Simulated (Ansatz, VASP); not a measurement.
# BN: VASP beside Ansatz

Contents of INCAR:

```
ALGO = Normal
EDIFF = 1E-6
ENCUT = 600
GGA = PE
GGA_COMPAT = F
ISIF = 2
ISMEAR = 0
LASPH = T
LCHARG = F
LREAL = F
LWAVE = F
NBANDS = 16
NELM = 120
PREC = Accurate
SIGMA = 0.01
```

File KPOINTS:

```
k-points
0
Gamma
  6 6 4
```

Contents of POSCAR:

```
BN
1.0
    2.5360000000      0.0000000000      0.0000000000
   -1.2680000000      2.1962404200      0.0000000000
    0.0000000000      0.0000000000      4.1990000000
B N
2 2
Direct
    0.6666666667      0.3333333333      0.0000000000
    0.3333333333      0.6666666667      0.5000000000
    0.6666666667      0.3333333333      0.3750000000
    0.3333333333      0.6666666667      0.8750000000
```

Input for Ansatz:

```yaml
crystal:
  lattice:
    - [2.536, 0.0, 0.0]
    - [-1.268, 2.19624042, 0.0]
    - [0.0, 0.0, 4.199]
  atoms:
    - { symbol: B, position: [0.6666666666666666, 0.3333333333333333, 0.0] }
    - { symbol: B, position: [0.3333333333333333, 0.6666666666666666, 0.5] }
    - { symbol: "N", position: [0.6666666666666666, 0.3333333333333333, 0.375] }
    - { symbol: "N", position: [0.3333333333333333, 0.6666666666666666, 0.875] }
basis:
  ecutwfc: 550.0
kpoints:
  mp_grid:
    grid: [6, 6, 4]
hamiltonian:
  xc: pbe
  pseudopotentials:
    kind: paw
scf:
  occupations:
    method: fixed
output:
  forces: true
  stress: true
```

Alike in both runs: task single point; functional PBE; k mesh 6 × 6 × 4; no spin polarisation.

|  | VASP | Ansatz |
| --- | --- | --- |
| version | VASP 6.6.1 | Ansatz 0.2.0 |
| potentials or method | VASP PAW PBE potentials, release 64 (B, N), cutoff 600 eV | plane waves, PAW |
| occupations | gaussian, width 0.01 eV | fixed |
| valence electrons in the cell | 16 | 16 |

|  | VASP | Ansatz | Ansatz less VASP |
| --- | --- | --- | --- |
| pressure (GPa) | 8.0 | 8.0 | +0.01 |
| traceless stress, the component that is largest in VASP (GPa) | -0.88 | -0.87 | +0.016 |
| rms of the force components (eV/Å) | 0.031 | 0.029 | -0.0013 |

Atom by atom the forces differ by 0.001 eV/Å (rms over components).

The k mesh is coarse, so the values compare programs but aren't converged.
